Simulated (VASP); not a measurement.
# MgS (Niningerite) (Fm-3m) in VASP: G0W0 quasiparticle levels with PBE

Aim: the G0W0 quasiparticle levels of MgS (Niningerite) with PBE.

Program: VASP 6.6.1. These are calculated values, not measurements. Logs are shortened: lines on timing, memory, paths and dates and some standing lists are left out, and cuts for length are marked.

**1. The cell of the first run**

It takes space group Fm-3m (No. 225, cubic). The conventional cell has a = 5.203 Å, b = 5.203 Å, c = 5.203 Å, α = 90.00°, β = 90.00°, γ = 90.00°. Mg (site symmetry m-3m) has 6 S at 2.60 Å within 3.4 Å. Within 3.4 Å of S (site symmetry m-3m) lie 6 Mg at 2.60 Å.

**2. G0W0 quasiparticle levels, PBE**

The input, POSCAR:

```
MgS
1.0
    0.0000000000      2.6015177399      2.6015177399
    2.6015177399      0.0000000000      2.6015177399
    2.6015177399      2.6015177399      0.0000000000
Mg S
1 1
Direct
    0.0000000000      0.0000000000      0.0000000000
    0.5000000000      0.5000000000      0.5000000000
```

The input, INCAR.step1:

```
SYSTEM = MgS
ALGO = Normal
EDIFF = 1E-8
ENCUT = 500
GGA = PE
ISMEAR = 0
LASPH = .TRUE.
LCHARG = .FALSE.
LREAL = .FALSE.
LWAVE = .TRUE.
NELM = 80
PREC = Accurate
SIGMA = 0.01
```

The input, INCAR.step2:

```
SYSTEM = MgS
ALGO = Exact
EDIFF = 1E-8
ENCUT = 500
GGA = PE
ISMEAR = 0
ISTART = 1
LASPH = .TRUE.
LCHARG = .FALSE.
LOPTICS = .TRUE.
LREAL = .FALSE.
LWAVE = .TRUE.
NBANDS = 64
NELM = 1
PREC = Accurate
SIGMA = 0.01
```

The input, INCAR.step3:

```
SYSTEM = MgS
ALGO = EVGW0
EDIFF = 1E-8
ENCUT = 500
ENCUTGW = 80.0
GGA = PE
ISMEAR = 0
ISTART = 1
LASPH = .TRUE.
LCHARG = .FALSE.
LREAL = .FALSE.
LWAVE = .FALSE.
NBANDS = 64
NBANDSGW = 12
NELMGW = 1
NOMEGA = 48
PREC = Accurate
PRECFOCK = Fast
SIGMA = 0.01
```

The input, KPOINTS:

```
k-points
0
G
  4 4 4
  0 0 0
```

Potentials or basis: VASP PAW PBE potentials, release 64 (Mg_GW, S_GW).

Run with:

```
$ cat potpaw_PBE.64/Mg_GW/POTCAR potpaw_PBE.64/S_GW/POTCAR > POTCAR
$ cp INCAR.step1 INCAR
$ mpirun -np 1 vasp_std > vasp.out
$ cp INCAR.step2 INCAR
$ mpirun -np 1 vasp_std > vasp.out
$ cp INCAR.step3 INCAR
$ mpirun -np 1 vasp_std > vasp.out
```

OUTCAR:

```text
SYSTEM = MgS
   EDIFF = 1E-8
   ENCUT = 500
   ENCUTGW = 80.0
   GGA = PE
   ISMEAR = 0
   ISTART = 1
   LASPH = .TRUE.
   LREAL = .FALSE.
   NELMGW = 1
   PREC = Accurate
   PRECFOCK = Fast

 ion  position               nearest neighbor table
   1  0.000  0.000  0.000-
   2  0.500  0.500  0.500-

  LATTYP: Found a face centered cubic cell.
 ALAT       =     5.2030354798

  Lattice vectors:

 A1 = (   0.0000000000,   2.6015177399,   2.6015177399)
 A2 = (   2.6015177399,   0.0000000000,   2.6015177399)
 A3 = (   2.6015177399,   2.6015177399,   0.0000000000)

Analysis of symmetry for initial positions (statically):
=====================================================================
 Subroutine PRICEL returns:
 Original cell was already a primitive cell.

 Routine SETGRP: Setting up the symmetry group for a
 face centered cubic supercell.

 Subroutine GETGRP returns: Found 48 space group operations
 (whereof 48 operations were pure point group operations)
 out of a pool of 48 trial point group operations.

The static configuration has the point symmetry O_h .

Analysis of symmetry for dynamics (positions and initial velocities):
=====================================================================
 Subroutine PRICEL returns:
 Original cell was already a primitive cell.

 Routine SETGRP: Setting up the symmetry group for a
 face centered cubic supercell.

 Subroutine GETGRP returns: Found 48 space group operations
 (whereof 48 operations were pure point group operations)
 out of a pool of 48 trial point group operations.

The dynamic configuration has the point symmetry O_h .

 Subroutine INISYM returns: Found 48 space group operations
 (whereof 48 operations are pure point group operations),
 and found     1 'primitive' translations

[... 71 lines left out ...]
   ISPIN  =      1    spin polarized calculation?
   LNONCOLLINEAR =      F non collinear calculations
   LSORBIT =      F    spin-orbit coupling
   LASPH  =      T    aspherical Exc in radial PAW
   ENCUT  =  500.0 eV  36.75 Ry    6.06 a.u.   6.71  6.71  6.71*2*pi/ulx,y,z
   NELM   =     60;   NELMIN=  2; NELMDL=  0     # of ELM steps
   EDIFF  = 0.1E-07   stopping-criterion for ELM
   LREAL  =      F    real-space projection
   EDIFFG = 0.1E-06   stopping-criterion for IOM
   NSW    =      0    number of steps for IOM
   IBRION =     -1    ionic relax: 0-MD 1-quasi-New 2-CG
   NFREE  =      0    steps in history (QN), initial steepest desc. (CG)
   ISIF   =      0    stress and relaxation
   ISYM   =      3    0-nonsym 1-usesym 2-fastsym
   POTIM  = 0.5000    time-step for ionic-motion
   TEBEG  =    0.0;   TEEND  =   0.0 temperature during run
   PSTRESS=    0.0 pullay stress
   NELECT =       8.0000    total number of electrons
   NUPDOWN=      -1.0000    fix difference up-down
   EMIN   =  10.00;   EMAX   =-10.00  energy-range for DOS
   EFERMI =   0.00;   METHOD = LEGACY
   ISMEAR =     0;   SIGMA  =   0.01  broadening in eV -4-tet -1-fermi 0-gaus
   EFERMI_NEDOS =   21; number of points for ismear=-14 and -15
   IALGO  =     38    algorithm
   IMIX   =      4    mixing-type and parameters
     AMIX     =   0.40;   BMIX     =  1.00
     AMIX_MAG =   1.60;   BMIX_MAG =  1.00
  volume/ion in A,a.u.               =      17.61       118.82
  Fermi-wavevector in a.u.,A,eV,Ry     =   0.998929  1.887702 13.576703  0.997860
  Thomas-Fermi vector in A             =   2.131185
   LORBIT       =      0    0 simple, 1 ext, 2 COOP (PROOUT), +10 PAW based schemes
   GGA     = PE    functional components
   LHFCALC =     T    Hartree Fock is set to
   PRECFOCK=fast      Normal, Fast or Accurate (Low or Medium for compatibility)
   ENCUT4O =  -1.0   cutoff for four orbital integrals eV
   NKREDX  =     1    reduce k-point grid by
   NKREDY  =     1    reduce k-point grid by
   NKREDZ  =     1    reduce k-point grid by
   AEXX    =    1.0000 exact exchange contribution
   HFSCREEN=    0.0000 screening length (either q_TF or 0.3 A-1)
   HFSCREENC=   0.0000 screening length for correlation (either q_TF or 0.3 A-1)
   ENCUTFOCK=  -1.0 apply spherical cutoff to Coloumb kernel
   IVDW    =     0    specifies the selected vdW correction
   LEPSILON=     F    determine dielectric tensor
   LRPA    =     F    only Hartree local field effects (RPA)
   LRPAFORCE           =     F    calculate RPA forces
   ENCUTGW             =  80.0    cutoff for response function in eV
   ENCUTGWSOFT         =  64.0    soft cutoff for Coulomb kernel in GW response function in eV
   ENCUTLF             =  -1.0    cutoff for local field effects
   NELMGW              =     1    number of iterations in solving QP/BSE equation
   NELMHF              =     1    number of iterations in the inner HF iteration
   NKREDLFX            =     1    NKREDLFY  =   1   NKREDLFZ  =   1
 non-spin polarized calculation
 Gauss-broadening in eV      SIGMA  =   0.01
  energy-cutoff  :      500.00
  volume of cell :       35.21
 maximum number of plane-waves:       896
 NGX is ok and might be reduce to    28
  NGX = 16; NGY = 16; NGZ = 16
   NGX = 13   NGY = 13   NGZ = 13
 maximum number of plane-waves:        64
 NGX is ok and might be reduce to    14

 QP shifts <psi_nk| G(iteration)W_0 |psi_nk>: iteration 1
 for sc-GW calculations column KS-energies equals QP-energies in previous step
 and V_xc(KS)=  KS-energies - (<T + V_ion + V_H > + <T+V_H+V_ion>^1  + <V_x>^1)

 k-point   1 :       0.0000    0.0000    0.0000
  band No.  KS-energies  QP-energies   sigma(KS)   V_xc(KS)     V^pw_x(r,r')   Z            occupation Imag(sigma)

      1      -8.9031      -9.5131     -13.4539     -12.5924     -20.8482       0.7081       2.0000       1.5410
      2       3.7694       3.1242     -14.1355     -13.2991     -16.2918       0.7714       2.0000       0.0812
      3       3.7694       3.1242     -14.1355     -13.2991     -16.2918       0.7714       2.0000       0.0812
      4       3.7694       3.1242     -14.1355     -13.2991     -16.2918       0.7714       2.0000       0.0812
      5       7.4664       8.1734      -9.1159     -10.0068      -5.3349       0.7936       0.0000      -0.0831
      6      11.6705      12.3631      -8.4736      -9.3531      -4.2292       0.7874       0.0000      -0.1094
      7      11.6705      12.3631      -8.4736      -9.3531      -4.2292       0.7874       0.0000      -0.1094
      8      11.6705      12.3631      -8.4736      -9.3531      -4.2292       0.7874       0.0000      -0.1094
      9      14.0200      14.9684      -9.2323     -10.4704      -4.5845       0.7660       0.0000      -0.1682
     10      14.0200      14.9684      -9.2323     -10.4704      -4.5845       0.7660       0.0000      -0.1682
     11      16.3030      16.3431      -7.2018      -7.2547      -1.8104       0.7578       0.0000      -0.3448
     12      16.9252      17.4962      -7.6825      -8.4478      -2.0448       0.7460       0.0000      -0.4332
[... 100 lines left out ...]
      1      -7.1745      -7.5299     -14.3084     -13.7976     -21.4358       0.6957       2.0000       1.1304
      2       0.5322      -0.4170     -12.5151     -11.2429     -15.3373       0.7461       2.0000       0.1281
      3       0.5322      -0.4170     -12.5151     -11.2429     -15.3373       0.7461       2.0000       0.1281
      4       1.4018       0.5918     -12.5363     -11.4684     -14.9863       0.7584       2.0000       0.1044
      5       8.9898       9.8136      -9.3305     -10.3801      -5.6087       0.7849       0.0000      -0.0908
      6      11.6928      12.3752      -9.1682     -10.0469      -4.8531       0.7766       0.0000      -0.1224
      7      11.6928      12.3752      -9.1682     -10.0469      -4.8531       0.7766       0.0000      -0.1224
      8      11.7890      12.5372      -8.4031      -9.3748      -3.8719       0.7700       0.0000      -0.1394
      9      18.0550      18.7234      -8.9425      -9.8361      -3.0984       0.7481       0.0000      -0.5450
     10      18.0550      18.7234      -8.9425      -9.8361      -3.0984       0.7481       0.0000      -0.5450
     11      19.3448      20.2116      -9.4946     -10.6351      -3.7099       0.7600       0.0000      -0.5976
     12      19.4521      20.5690     -10.5646     -12.0562      -4.7658       0.7488       0.0000      -0.5154
```

OUTCAR.step1:

```text
SYSTEM = MgS
   EDIFF = 1E-8
   ENCUT = 500
   GGA = PE
   ISMEAR = 0
   LASPH = .TRUE.
   LREAL = .FALSE.
[... 290 lines left out ...]
      0.00000      0.00000      0.00000        -0.000000     -0.000000     -0.000000
      2.60152      2.60152      2.60152         0.000000      0.000000      0.000000
 -----------------------------------------------------------------------------------
    total drift:                                0.000000      0.000000      0.000000

  FREE ENERGIE OF THE ION-ELECTRON SYSTEM (eV)
  ---------------------------------------------------
  free  energy   TOTEN  =        -8.4572042260 eV

  energy  without entropy=       -8.4572042260  energy(sigma->0) =       -8.45720423
```

Run time: 35 s. Hardware: 1 thread of Intel Xeon Platinum 8488C (Sapphire Rapids), shared host; peak memory 0.3 GiB.

What came out:

```yaml
Band_gap_on_the_k_mesh_mean-field_level: 2.75 eV, indirect (least direct gap 3.70 eV)
Quasiparticle_gap: 4.07 eV
Least_direct_quasiparticle_gap: 5.05 eV
```

Caveat: the k points lie up to 0.52 Å⁻¹ apart; bands, screening cutoff and mesh are small and nothing is extrapolated, so the quasiparticle values aren't converged. A k mesh can miss the band edges.
